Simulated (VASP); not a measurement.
# TaBe2P3 (P-3m1) in VASP: a series of runs

TaBe2P3 is run at these levels: PBE; tasks: single point, relaxation of cell and atoms.

Everything below comes from runs of VASP 6.6.1. Logs are shortened: lines on timing, memory, paths and dates and some standing lists are left out, and cuts for length are marked.

### 1 The cell of the first run

The structure is trigonal, space group P-3m1 (No. 164). The conventional cell has a = 3.279 Å, b = 3.279 Å, c = 8.036 Å, α = 90.00°, β = 90.00°, γ = 120.00°. Within 3.5 Å of Ta (site symmetry -3m) lie 6 P at 2.61 Å and 6 Ta at 3.28 Å and 6 Be at 3.47 Å. Be (site symmetry 3m) has 6 P at 2.19 Å and 3 Be at 2.92 Å within 3.0 Å. P (site symmetry 3m) has 3 Be at 2.19 Å and 3 Ta at 2.61 Å and 3 P at 2.92 Å within 3.0 Å. Within 3.0 Å of P (site symmetry -3m) lie 6 Be at 2.19 Å and 6 P at 2.92 Å.

### 2 Single point, PBE

File INCAR:

```
SYSTEM = TaBe2P3
  ALGO = Normal
  EDIFF = 1E-6
  ENCUT = 520
  GGA = PE
  ISIF = 2
  ISMEAR = 0
  LASPH = .TRUE.
  LCHARG = .TRUE.
  LELF = .TRUE.
  LREAL = .FALSE.
  LVHAR = .TRUE.
  LWAVE = .FALSE.
  NBANDS = 24
  NELM = 60
  PREC = Accurate
  SIGMA = 0.1
```

File KPOINTS:

```
k-points
0
G
  6 6 2
  0 0 0
```

File POSCAR:

```
TaBe2P3
1.0
    3.2786925700      0.0000000000      0.0000000000
   -1.6393462800      2.8394310500      0.0000000000
    0.0000000000      0.0000000000      8.0364542000
Ta Be P
1 2 3
Direct
    0.0000000000      0.0000000000      0.5000000000
    0.3333333300      0.6666666700      0.8619710200
    0.6666666700      0.3333333300      0.1380289800
    0.6666666700      0.3333333300      0.7239420400
    0.0000000000      0.0000000000      0.0000000000
    0.3333333300      0.6666666700      0.2760579600
```

Potentials or basis: VASP PAW PBE potentials, release 64 (Ta_pv, Be, P).

Command:

```bash
$ cat potpaw_PBE.64/Ta_pv/POTCAR potpaw_PBE.64/Be/POTCAR potpaw_PBE.64/P/POTCAR > POTCAR
$ mpirun -np 1 vasp_std > vasp.out
```

OUTCAR:

```text
SYSTEM = TaBe2P3
   EDIFF = 1E-6
   ENCUT = 520
   GGA = PE
   ISIF = 2
   ISMEAR = 0
   LASPH = .TRUE.
   LREAL = .FALSE.
   NELM = 60
   PREC = Accurate

 ion  position               nearest neighbor table
   1  0.000  0.000  0.500-   4 2.61   6 2.61   6 2.61   4 2.61   4 2.61   6 2.61
   2  0.333  0.667  0.862-   4 2.19   5 2.19   4 2.19   5 2.19   5 2.19   4 2.19
   3  0.667  0.333  0.138-   6 2.19   5 2.19   6 2.19   5 2.19   5 2.19   6 2.19
   4  0.667  0.333  0.724-   2 2.19   2 2.19   2 2.19   1 2.61   1 2.61   1 2.61   5 2.92   5 2.92
                             5 2.92
   5  0.000  0.000  0.000-   2 2.19   3 2.19   2 2.19   3 2.19   3 2.19   2 2.19   4 2.92   6 2.92
                             4 2.92   6 2.92   4 2.92   6 2.92
   6  0.333  0.667  0.276-   3 2.19   3 2.19   3 2.19   1 2.61   1 2.61   1 2.61   5 2.92   5 2.92
                             5 2.92

  LATTYP: Found a hexagonal cell.
 ALAT       =     3.2786925700
 C/A-ratio  =     2.4511155067

  Lattice vectors:

 A1 = (   3.2786925700,   0.0000000000,   0.0000000000)
 A2 = (  -1.6393462800,   2.8394310500,   0.0000000000)
 A3 = (   0.0000000000,   0.0000000000,   8.0364542000)

Analysis of symmetry for initial positions (statically):
=====================================================================
 Subroutine PRICEL returns:
 Original cell was already a primitive cell.

 Routine SETGRP: Setting up the symmetry group for a
 hexagonal supercell.

 Subroutine GETGRP returns: Found 12 space group operations
 (whereof 12 operations were pure point group operations)
 out of a pool of 24 trial point group operations.

The static configuration has the point symmetry D_3d.

Analysis of symmetry for dynamics (positions and initial velocities):
=====================================================================
 Subroutine PRICEL returns:
 Original cell was already a primitive cell.

 Routine SETGRP: Setting up the symmetry group for a
 hexagonal supercell.

 Subroutine GETGRP returns: Found 12 space group operations
 (whereof 12 operations were pure point group operations)
 out of a pool of 24 trial point group operations.

The dynamic configuration has the point symmetry D_3d.

 Subroutine INISYM returns: Found 12 space group operations
 (whereof 12 operations are pure point group operations),
 and found     1 'primitive' translations

----------------------------------------------------------------------------------------

                                     Primitive cell

  volume of cell :      74.8163

  direct lattice vectors                    reciprocal lattice vectors
     3.278692570  0.000000000  0.000000000     0.304999624  0.176091615  0.000000000
    -1.639346280  2.839431050  0.000000000     0.000000000  0.352183231  0.000000000
     0.000000000  0.000000000  8.036454200     0.000000000  0.000000000  0.124432987

  length of vectors
     3.278692570  3.278692562  8.036454200     0.352183230  0.352183231  0.124432987

  position of ions in fractional coordinates (direct lattice)
     0.000000000  0.000000000  0.500000000
     0.333333330  0.666666670  0.861971020
     0.666666670  0.333333330  0.138028980
     0.666666670  0.333333330  0.723942040
     0.000000000  0.000000000  0.000000000
     0.333333330  0.666666670  0.276057960

  ion indices of the primitive-cell ions
   primitive index   ion index
                 1           1
                 2           2
                 3           3
                 4           4
                 5           5
                 6           6

----------------------------------------------------------------------------------------

 KPOINTS: k-points

Automatic generation of k-mesh.
 Grid dimensions read from file:
 generate k-points for:    6    6    2

 Generating k-lattice:

  Cartesian coordinates                     Fractional coordinates (reciprocal lattice)
     0.050833271  0.029348602  0.000000000     0.166666667  0.000000000  0.000000000
     0.000000000  0.058697205  0.000000000     0.000000000  0.166666667  0.000000000
     0.000000000  0.000000000  0.062216493     0.000000000  0.000000000  0.500000000

  Length of vectors
     0.058697205  0.058697205  0.062216493

  Shift w.r.t. Gamma in fractional coordinates (k-lattice)
     0.000000000  0.000000000  0.000000000

 Subroutine IBZKPT returns following result:
 ===========================================

 Found     14 irreducible k-points:

 Following reciprocal coordinates:
            Coordinates               Weight
  0.000000  0.000000  0.000000      1.000000
  0.166667  0.000000  0.000000      6.000000
  0.333333  0.000000  0.000000      6.000000
  0.500000  0.000000  0.000000      3.000000
  0.166667  0.166667  0.000000      6.000000
  0.333333  0.166667  0.000000     12.000000
  0.333333  0.333333  0.000000      2.000000
  0.000000  0.000000  0.500000      1.000000
  0.166667  0.000000  0.500000      6.000000
  0.333333  0.000000  0.500000      6.000000
  0.500000  0.000000  0.500000      3.000000
  0.166667  0.166667  0.500000      6.000000
  0.333333  0.166667  0.500000     12.000000
  0.333333  0.333333  0.500000      2.000000
   k-points           NKPTS =     14   k-points in BZ     NKDIM =     14   number of bands    NBANDS=     24
   number of dos      NEDOS =    301   number of ions     NIONS =      6
   total plane-waves  NPLWV =  34560
   dimension x,y,z NGX =    24 NGY =   24 NGZ =   60
   dimension x,y,z NGXF=    48 NGYF=   48 NGZF=  120
   ions per type =               1   2   3
   NGX,Y,Z   is equivalent  to a cutoff of  12.17, 12.17, 12.41 a.u.
   NGXF,Y,Z  is equivalent  to a cutoff of  24.34, 24.34, 24.82 a.u.
 SYSTEM =  TaBe2P3
   PREC   = accura    normal or accurate (medium, high low for compatibility)
   ISTART =      0    job   : 0-new  1-cont  2-samecut
   ICHARG =      2    charge: 1-file 2-atom 10-const
   ISPIN  =      1    spin polarized calculation?
   LNONCOLLINEAR =      F non collinear calculations
   LSORBIT =      F    spin-orbit coupling
   LASPH  =      T    aspherical Exc in radial PAW
   ENCUT  =  520.0 eV  38.22 Ry    6.18 a.u.   6.10  6.10 14.94*2*pi/ulx,y,z
   NELM   =     60;   NELMIN=  2; NELMDL= -5     # of ELM steps
   EDIFF  = 0.1E-05   stopping-criterion for ELM
   LREAL  =      F    real-space projection
   EDIFFG = 0.1E-04   stopping-criterion for IOM
   NSW    =      0    number of steps for IOM
   IBRION =     -1    ionic relax: 0-MD 1-quasi-New 2-CG
   NFREE  =      0    steps in history (QN), initial steepest desc. (CG)
   ISIF   =      2    stress and relaxation
   ISYM   =      2    0-nonsym 1-usesym 2-fastsym
   POTIM  = 0.5000    time-step for ionic-motion
   TEBEG  =    0.0;   TEEND  =   0.0 temperature during run
   PSTRESS=    0.0 pullay stress
   NELECT =      30.0000    total number of electrons
   NUPDOWN=      -1.0000    fix difference up-down
   EMIN   =  10.00;   EMAX   =-10.00  energy-range for DOS
   EFERMI =   0.00;   METHOD = LEGACY
   ISMEAR =     0;   SIGMA  =   0.10  broadening in eV -4-tet -1-fermi 0-gaus
   EFERMI_NEDOS =   21; number of points for ismear=-14 and -15
   IALGO  =     38    algorithm
   IMIX   =      4    mixing-type and parameters
     AMIX     =   0.40;   BMIX     =  1.00
     AMIX_MAG =   1.60;   BMIX_MAG =  1.00
  volume/ion in A,a.u.               =      12.47        84.15
  Fermi-wavevector in a.u.,A,eV,Ry     =   1.207211  2.281297 19.828556  1.457358
  Thomas-Fermi vector in A             =   2.342855
   LORBIT       =      0    0 simple, 1 ext, 2 COOP (PROOUT), +10 PAW based schemes
   GGA     = PE    functional components
   LHFCALC =     F    Hartree Fock is set to
   AEXX    =    0.0000 exact exchange contribution
   IVDW    =     0    specifies the selected vdW correction
   LEPSILON=     F    determine dielectric tensor
   LRPA    =     F    only Hartree local field effects (RPA)
 non-spin polarized calculation
 Gauss-broadening in eV      SIGMA  =   0.10
  energy-cutoff  :      520.00
  volume of cell :       74.82
 maximum number of plane-waves:      2046
   NGX = 13   NGY = 13   NGZ = 29

 number of electron      29.9999993 magnetization

 Free energy of the ion-electron system (eV)
  ---------------------------------------------------
  ext. energy  EPLUGINS =         0.00000000
  ---------------------------------------------------
  free energy    TOTEN  =       -35.03408302 eV

  energy without entropy =      -35.02302980  energy(sigma->0) =      -35.02855641

 E-fermi :   8.5753     XC(G=0): -11.6225

 val. band max:        8.4012924808   @ k =   0.0000   0.0000   0.0000
 cond. band min:       8.5758602700   @ k =   0.0000   0.0000   0.0000
 fundamental gap:      0.1745677893
 Fermi energy:         8.5753473697

 k-point     1 :       0.0000    0.0000    0.0000
  band No.  band energies     occupation
      1     -26.3563      2.00000
      2     -26.1765      2.00000
      3     -26.1765      2.00000
      4      -6.3368      2.00000
      5      -4.2850      2.00000
      6      -3.1610      2.00000
[... 16 lines left out ...]
     23      13.8010      0.00000
     24      13.8010      0.00000

 k-point     2 :       0.1667    0.0000    0.0000
  band No.  band energies     occupation
      1     -26.3422      2.00000
      2     -26.2588      2.00000
      3     -26.1959      2.00000
      4      -5.9035      2.00000
      5      -3.9510      2.00000
      6      -2.6857      2.00000
[... 16 lines left out ...]
     23      14.0112      0.00000
     24      14.9078      0.00000

 k-point     3 :       0.3333    0.0000    0.0000
  band No.  band energies     occupation
      1     -26.4197      2.00000
      2     -26.3137      2.00000
      3     -26.2344      2.00000
      4      -4.6690      2.00000
      5      -3.0612      2.00000
      6      -1.5751      2.00000
[... 16 lines left out ...]
     23      14.7932      0.00000
     24      15.4210      0.00000

 k-point     4 :       0.5000    0.0000    0.0000
  band No.  band energies     occupation
      1     -26.4984      2.00000
      2     -26.2995      2.00000
      3     -26.2536      2.00000
      4      -3.3459      2.00000
      5      -2.4335      2.00000
      6      -1.6573      2.00000
[... 16 lines left out ...]
     23      13.8366      0.00000
     24      14.9801      0.00000

 k-point     5 :       0.1667    0.1667    0.0000
  band No.  band energies     occupation
      1     -26.3646      2.00000
      2     -26.3210      2.00000
      3     -26.2405      2.00000
      4      -5.0635      2.00000
      5      -3.3269      2.00000
      6      -1.8602      2.00000
[... 16 lines left out ...]
     23      15.1214      0.00000
     24      15.7811      0.00000

 k-point     6 :       0.3333    0.1667    0.0000
  band No.  band energies     occupation
      1     -26.4577      2.00000
      2     -26.2999      2.00000
      3     -26.2955      2.00000
      4      -3.5561      2.00000
      5      -2.4091      2.00000
      6      -1.3160      2.00000
[... 16 lines left out ...]
     23      14.6787      0.00000
     24      15.2764      0.00000
[... 109 lines left out ...]
 k-point    11 :       0.5000    0.0000    0.5000
  band No.  band energies     occupation
      1     -26.4984      2.00000
      2     -26.2995      2.00000
      3     -26.2536      2.00000
      4      -3.1978      2.00000
      5      -2.7790      2.00000
      6      -1.2864      2.00000
[... 16 lines left out ...]
     23      13.4214      0.00000
     24      13.6817      0.00000

 k-point    12 :       0.1667    0.1667    0.5000
  band No.  band energies     occupation
      1     -26.3646      2.00000
      2     -26.3210      2.00000
      3     -26.2405      2.00000
      4      -4.9539      2.00000
      5      -3.7067      2.00000
      6      -1.4094      2.00000
[... 16 lines left out ...]
     23      13.6894      0.00000
     24      14.6971      0.00000

 k-point    13 :       0.3333    0.1667    0.5000
  band No.  band energies     occupation
      1     -26.4577      2.00000
      2     -26.2999      2.00000
      3     -26.2955      2.00000
      4      -3.5122      2.00000
      5      -2.4807      2.00000
      6      -1.3179      2.00000
[... 16 lines left out ...]
     23      14.7586      0.00000
     24      15.1798      0.00000

 k-point    14 :       0.3333    0.3333    0.5000
  band No.  band energies     occupation
      1     -26.4019      2.00000
      2     -26.4019      2.00000
      3     -26.2925      2.00000
      4      -2.1698      2.00000
      5      -2.0047      2.00000
      6      -2.0047      2.00000
[... 16 lines left out ...]
     23      15.4136      0.00000
     24      15.6775      0.00000

------------------------ aborting loop because EDIFF is reached ----------------------------------------

  FORCE on cell =-STRESS in cart. coord.  units (eV):
  Direction    XX          YY          ZZ          XY          YZ          ZX
  --------------------------------------------------------------------------------------
  -------------------------------------------------------------------------------------
  Total        3.9020127      3.9020126      7.4736264      0.0000000     -0.0000000      0.0000000
  in kB       83.5608324     83.5608320    160.0462379      0.0000001     -0.0000000      0.0000000
  external PRESSURE =     109.0559675 kB  Pullay stress =       0.0000000 kB

 VOLUME and BASIS-vectors are now :
 -----------------------------------------------------------------------------
  energy-cutoff  :      520.00
  volume of cell :       74.82
      direct lattice vectors                 reciprocal lattice vectors
     3.278692570  0.000000000  0.000000000     0.304999624  0.176091615  0.000000000
    -1.639346280  2.839431050  0.000000000     0.000000000  0.352183231  0.000000000
     0.000000000  0.000000000  8.036454200     0.000000000  0.000000000  0.124432987

 POSITION                                       TOTAL-FORCE (eV/Angst)
 -----------------------------------------------------------------------------------
      0.00000      0.00000      4.01823         0.000000      0.000000      0.000000
     -0.00000      1.89295      6.92719         0.000000      0.000000     -0.378519
      1.63935      0.94648      1.10926         0.000000     -0.000000      0.378519
      1.63935      0.94648      5.81793        -0.000000      0.000000     -2.295283
      0.00000      0.00000      0.00000         0.000000      0.000000      0.000000
     -0.00000      1.89295      2.21853         0.000000     -0.000000      2.295283
 -----------------------------------------------------------------------------------
    total drift:                                0.000000      0.000000      0.000000

  FREE ENERGIE OF THE ION-ELECTRON SYSTEM (eV)
  ---------------------------------------------------
  free  energy   TOTEN  =       -35.0340830238 eV

  energy  without entropy=      -35.0230297984  energy(sigma->0) =      -35.02855641
```

Run time: 15 s. Hardware: 1 thread of AMD EPYC 9R45 (Zen 5), shared host; peak memory 0.16 GiB.

What came out:

```
Free energy            : -35.0341 eV
Pressure               : 10.9 GPa
Largest force          : 2.295 eV/Å
Band gap on the k mesh : zero (bands 15 and 16 overlap by 1.36 eV)
```

Forces in eV/Å, atoms in the order of the input:
```
Ta   0.000  0.000  0.000
Be   0.000  0.000 -0.379
Be   0.000  0.000  0.379
P    0.000  0.000 -2.295
P    0.000  0.000  0.000
P    0.000  0.000  2.295
```

Levels at points of the mesh, in eV from the Fermi level:
| k point | band 13 | band 14 | band 15 | band 16 | band 17 | band 18 |
| --- | --- | --- | --- | --- | --- | --- |
| (0.00, 0.00, 0.00) | 0.00 | 0.54 | 0.54 | 0.71 | 0.71 | 1.34 |
| (0.50, 0.00, 0.00) | -2.07 | -2.00 | -0.40 | 0.64 | 0.69 | 1.67 |
| (0.00, 0.00, 0.50) | -0.28 | 0.04 | 0.04 | 0.97 | 0.97 | 1.82 |
| (0.50, 0.00, 0.50) | -1.87 | -1.22 | -1.07 | -0.82 | 1.36 | 1.92 |

Caveat: the k points lie up to 0.39 Å⁻¹ apart, too coarse for converged energies and pressures of a metal; spin-orbit coupling is left out, which moves the levels of the heavy elements; forces of over 1 eV/Å act on the atoms, so gaps and moduli don't describe the material at rest.

### 3 Single point, PBE

This run uses another cell than the first one, of 13.85 Å³/atom.

File INCAR:

```
ALGO     = Normal         # electronic algorithm
EDIFF    = 1E-6           # SCF threshold, eV
ENCUT    = 520            # plane-wave cutoff, eV
GGA      = PE             # functional
ISIF     = 2              # what is computed and relaxed
ISMEAR   = 0              # smearing method
LASPH    = T              # aspherical terms in the spheres
LCHARG   = T              # write CHGCAR
LELF     = T              # ELF
LREAL    = F              # projectors in reciprocal space
LVHAR    = T            
LWAVE    = F              # write WAVECAR
NBANDS   = 24             # bands
NELM     = 80             # most SCF steps
PREC     = Accurate       # precision mode
SIGMA    = 0.1            # smearing width, eV
```

File KPOINTS:

```
k-points
0
Gamma
  6 6 2
```

File POSCAR:

```
TaBe2P3
1.0
    3.2936638623     -0.0000000029      0.0000000000
   -1.6468319286      2.8523965777      0.0000000000
    0.0000000000      0.0000000000      8.8432009924
Ta Be P
1 2 3
Direct
    0.0000000000      0.0000000000      0.5000000000
    0.3333333333      0.6666666667      0.8587884464
    0.6666666667      0.3333333333      0.1412115536
    0.6666666667      0.3333333333      0.6911572525
    0.0000000000      0.0000000000      0.0000000000
    0.3333333333      0.6666666667      0.3088427475
```

Potentials or basis: VASP PAW PBE potentials, release 64 (Ta_pv, Be, P).

Command:

```bash
$ cat potpaw_PBE.64/Ta_pv/POTCAR potpaw_PBE.64/Be/POTCAR potpaw_PBE.64/P/POTCAR > POTCAR
$ mpirun -np 1 vasp_std > vasp.out
```

Run time: 18 s. Hardware: 1 thread of AMD EPYC 9R45 (Zen 5), shared host; peak memory 0.17 GiB.

The run converged. Its results:

| Item | Value |
| --- | --- |
| Free energy | -36.0595 eV |
| Pressure | 0.2 GPa |
| Largest force | 0.016 eV/Å |
| Band gap on the k mesh | zero (bands 15 and 16 overlap by 1.85 eV) |

Forces on the atoms (eV/Å):
```
Ta   0.000  0.000  0.000
Be   0.000  0.000 -0.001
Be   0.000  0.000  0.001
P    0.000  0.000  0.016
P    0.000  0.000  0.000
P    0.000  0.000 -0.016
```

Stress tensor (GPa, compression positive):
```
0.11 0.00 0.00
0.00 0.11 0.00
0.00 0.00 0.32
```

Levels at points of the mesh, in eV from the Fermi level:
```
           k point  band 11  band 12  band 13  band 14  band 15  band 16  band 17  band 18  band 19  band 20
(0.00, 0.00, 0.00)    -0.10     0.28     0.85     0.85     0.99     0.99     1.44     1.44     3.05     3.05
(0.50, 0.00, 0.00)    -2.43    -2.39    -1.97    -1.68    -1.06     0.45     1.19     2.58     2.77     3.52
(0.00, 0.00, 0.50)    -1.90     0.70     0.70     1.16     1.16     1.17     1.32     1.32     3.87     3.87
(0.50, 0.00, 0.50)    -2.97    -2.66    -1.55    -1.08    -1.01    -0.68     2.19     2.20     3.50     3.87
```

Caveat: the k points lie up to 0.37 Å⁻¹ apart, too coarse for converged energies and pressures of a metal; spin-orbit coupling is left out, which moves the levels of the heavy elements.

(Continued in part 2 of 2.)
